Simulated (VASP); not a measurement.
A run of VASP 6.6.1 is set up as follows.

The input INCAR:

```
PREC = Accurate ; ENCUT = 520
EDIFF = 1E-7 ; ISMEAR = 0
SIGMA = 0.1 ; LREAL = F
LASPH = T ; NELM = 60
ALGO = Normal ; ISIF = 2
LWAVE = F ; LCHARG = T
GGA = PE ; LELF = T
LVHAR = T ; NBANDS = 45
```

Contents of KPOINTS:

```
Automatic mesh
0
Gamma
  4 2 2
```

Contents of POSCAR:

```
SrLiBr3
1.0
    0.0079155249     -0.0011056360      4.4144243683
    8.5927789525     -0.0043958564     -0.0144314730
   -0.0087271610      8.1981910839      0.0003992792
Li Sr Br
2 2 6
Direct
   -0.0000937391      0.6318401816      0.5536939708
   -0.0000499607     -0.1317195783      0.0535561064
    0.5001198067      0.1406490428      0.3825316564
    0.5000119488      0.3593690138     -0.1172434211
    0.0001158250      0.8734350985      0.3703683969
    0.0000173250      0.6263796776      0.8707233346
    0.4999045148      0.4933812244      0.5162259359
   -0.0000006110      0.1786256981      0.6770952899
    0.0000216019      0.3214516878      0.1772721869
    0.4999532885      0.0065879535      0.0157765433
```

Potentials or basis: VASP PAW PBE potentials, release 64 (Li_sv, Sr_sv, Br).

Launch:

```sh
$ cat potpaw_PBE.64/Li_sv/POTCAR potpaw_PBE.64/Sr_sv/POTCAR potpaw_PBE.64/Br/POTCAR > POTCAR
$ mpirun -np 1 vasp_std > vasp.out
```

Question: Predict the band gap on the k mesh.

Answer: 4.25 eV, indirect (least direct gap 4.31 eV).

Question: What does it give for the largest force?

Answer: 0.015 eV/Å.

Forces on the atoms (eV/Å):
```
Li   0.004  0.004  0.000
Li  -0.003  0.005  0.000
Sr  -0.012 -0.007 -0.001
Sr   0.012 -0.005  0.000
Br   0.000 -0.002  0.000
Br  -0.001 -0.002  0.000
Br   0.001 -0.006  0.001
Br  -0.011  0.010  0.000
Br   0.011  0.009  0.000
Br   0.000 -0.005  0.000
```

 A k mesh can miss the band edges.
